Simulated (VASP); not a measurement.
**MgBe2SeO2: single point with PBE**

Crystal: MgBe2SeO2.

```
Mg Be Se O
1.0
     3.98575    0.00000    0.00000
    -1.99287    3.45176    0.00000
     0.00000    0.00000    5.70100
Mg Be Se O
1 2 1 2
Direct
  0.33333 0.66667 0.50000
  0.66667 0.33333 0.00000
  0.00000 0.00000 0.50000
  0.33333 0.66667 0.00000
  0.66667 0.33333 0.29532
  0.66667 0.33333 0.70468
```

```
Program             : VASP 6.6.1
Task                : single point
Functional          : PBE
Potentials or basis : VASP PAW PBE potentials, release 64 (Mg, Be, Se, O)
Cutoff              : 520 eV
k mesh              : 12 × 12 × 8
Occupations         : gaussian, width 0.1 eV
Spin                : no spin polarisation
```

- Pressure: 0.0 GPa
- Largest force: 0.033 eV/Å
- Band gap on the k mesh: zero (band 12 reaches 3.68 eV, above the bottom of band 13 at 2.68 eV)

Forces in eV/Å, atoms in the order of the input:
```
Mg   0.000  0.000  0.000
Be   0.000  0.000  0.000
Be   0.000  0.000  0.000
Se   0.000  0.000  0.000
O    0.000  0.000  0.033
O    0.000  0.000 -0.033
```

Stress tensor (GPa, compression positive):
```
-0.09  0.00  0.00
 0.00 -0.09  0.00
 0.00  0.00  0.10
```

Levels at points of the mesh, in eV from the Fermi level:
```
           k point  band 10  band 11  band 12  band 13  band 14  band 15
(0.00, 0.00, 0.00)    -1.79    -1.56    -0.85    -0.85     2.49     2.49
(0.50, 0.00, 0.00)    -2.42    -0.99    -0.31     0.33     1.51     3.05
(0.00, 0.00, 0.50)    -2.24    -0.36    -0.36     0.81     1.94     2.07
(0.50, 0.00, 0.50)    -1.73    -0.53    -0.26     0.95     1.58     3.09
```

Run time: 70 s on 1 thread of AMD EPYC 9R45 96-Core Processor (Zen 5), on a shared host, peak memory 0.28 GiB.
